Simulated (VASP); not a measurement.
SiNi:

```xyz
4
Lattice="2.9428 0.0000 0.0000 0.0000 3.2803 0.0000 0.0000 0.0000 4.6774" Properties=species:S:1:pos:R:3 pbc="T T T"
Ni    1.4714    1.6402    1.6020
Ni    0.0000    0.0000    3.0754
Si    1.4714    1.6402    3.9438
Si    0.0000    0.0000    0.7337
```

```yaml
Program: VASP 6.6.1
Task: relaxation of cell and atoms
Functional: LDA
Potentials_or_basis: VASP PAW LDA potentials, release 64 (Ni, Si)
Cutoff: 600 eV
k_mesh: 9 × 8 × 6
Occupations: fermi-dirac, width 0.05 eV
Spin: collinear spin, ferromagnetic start
Starting_moments: "[1.0, 1.0, 0.0, 0.0] μB"
Hubbard_terms: Ni d U = 8.0 eV
```

At the start: pressure -18.5 GPa; volume 11.29 Å³/atom.

Question: Where does the relaxation end?

Answer: Over 11 steps the energy falls by 79.1 meV/atom and the volume is 10.16 Å³/atom (-10.0 %); space group Pmmn (No. 59, to 0.1 Å) before and after; moment 0.00 μB per cell.

Step by step:
| step | energy change (eV) | largest force (eV/Å) | pressure (GPa) | volume (Å³) |
| --- | --- | --- | --- | --- |
| 1 | 0.0000 | 0.7626 | -18.49 | 45.15 |
| 2 | -0.0172 | 0.5797 | 26.60 | 37.16 |
| 3 | -0.2998 | 0.3907 | -0.02 | 40.79 |
| 4 | -0.2999 | 0.3798 | 0.36 | 40.71 |
| 5 | -0.3159 | 0.0278 | 0.17 | 40.60 |
| 6 | -0.3161 | 0.0301 | 0.42 | 40.59 |
| 7 | -0.3163 | 0.0086 | -0.43 | 40.74 |
| 8 | -0.3164 | 0.0045 | -0.18 | 40.69 |
| 9 | -0.3165 | 0.0048 | -0.07 | 40.67 |
| 10 | -0.3165 | 0.0159 | 0.03 | 40.64 |
| 11 | -0.3166 | 0.0022 | 0.05 | 40.64 |

Final structure:
```
Ni Si
1.0
     2.82218    0.00000    0.00000
     0.00000    3.17141    0.00000
     0.00000    0.00000    4.54053
Ni Si
2 2
Direct
  0.50000 0.50000 0.34500
  0.00000 0.00000 0.65500
  0.50000 0.50000 0.83503
  0.00000 0.00000 0.16497
```

Caveat: the moments typed at the start vanished in this run; the U is typed as a test and isn't derived for this compound.
